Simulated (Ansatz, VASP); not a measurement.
## Two plane-wave programs on AlN

```
Al N
1.0
     3.11300    0.00000    0.00000
    -1.55650    2.69594    0.00000
     0.00000    0.00000    4.98100
Al N
2 2
Direct
  0.66667 0.33333 0.50000
  0.33333 0.66667 0.00000
  0.66667 0.33333 0.88000
  0.33333 0.66667 0.38000
```

Alike in both runs: task single point; functional PBE-based screened hybrid with a share of 0.4 of exact exchange and HFSCREEN = 0.2; k mesh 5 × 5 × 3; occupations fermi-dirac, width 0.05 eV; no spin polarisation.

|  | VASP | Ansatz |
| --- | --- | --- |
| version | VASP 6.6.1 | Ansatz 0.2.0 |
| potentials or method | VASP PAW PBE potentials, release 64 (Al, N) | Ansatz PAW |
| plane-wave cutoff (eV) | 520 | 420 |
| valence electrons in the cell | 16 | 16 |

Ansatz gave:

- gap on the k mesh at the Fermi level (eV): 6.48
- least direct gap on the mesh (eV): 6.48
- pressure (GPa): -4.6
- traceless stress, the component that is largest in VASP (GPa): 0.91
- rms of the force components (eV/Å): 0.077

Estimate VASP's values.

gap on the k mesh at the Fermi level (eV): 6.45; least direct gap on the mesh (eV): 6.45; pressure (GPa): -4.8; traceless stress, the component that is largest in VASP (GPa): 1.06; rms of the force components (eV/Å): 0.073.

VASP's potentials were made for PBE, not for PBE-based screened hybrid. Atom by atom the forces differ by 0.003 eV/Å (rms over components). The functional is the same, so the differences come from potentials, cutoffs and numerics.

The k mesh is coarse, so the values compare programs but aren't converged. Noted on Ansatz's run: odd divisions of the mesh miss points on the zone boundary, where band edges often lie, so the gap on the mesh can be too wide.
